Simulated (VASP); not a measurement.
Input of a VASP 6.6.1 run:

File INCAR:

```
PREC = Accurate
ENCUT = 520
EDIFF = 1E-6
ISMEAR = -1
SIGMA = 0.1
LREAL = F
LASPH = T
NELM = 100
ALGO = Normal
ISIF = 2
LWAVE = F
LCHARG = T
LELF = T
LVHAR = T
NBANDS = 14
```

KPOINTS

```
regular mesh
0
Gamma
  28 28 3
```

File POSCAR:

```
B
1.0
    1.6962230524      0.0000000000      0.0000000000
   -0.8481115262      1.4689722538      0.0000000000
    0.0000000000      0.0000000000     13.8723875565
B
4
Direct
    0.0000000000      1.0000000000      0.0000000000
    0.0000000000      0.0000000000      0.5000000000
    0.3333333333      0.6666666667      0.2500000000
    0.6666666667      0.3333333333      0.7500000000
```

Potentials or basis: VASP PAW LDA potentials, release 64 (B).

Run with:

```sh
$ cat potpaw_LDA.64/B/POTCAR > POTCAR
$ mpirun -np 1 vasp_std > vasp.out
```

Task: Predict the band gap on the k mesh.

Result: Zero (band 6 reaches 9.15 eV, above the bottom of band 7 at -2.08 eV).

Task: What does it give for the pressure?

Result: -0.6 GPa.

Stress tensor (GPa, compression positive):
```
-0.91  0.00  0.00
 0.00 -0.91  0.00
 0.00  0.00 -0.08
```
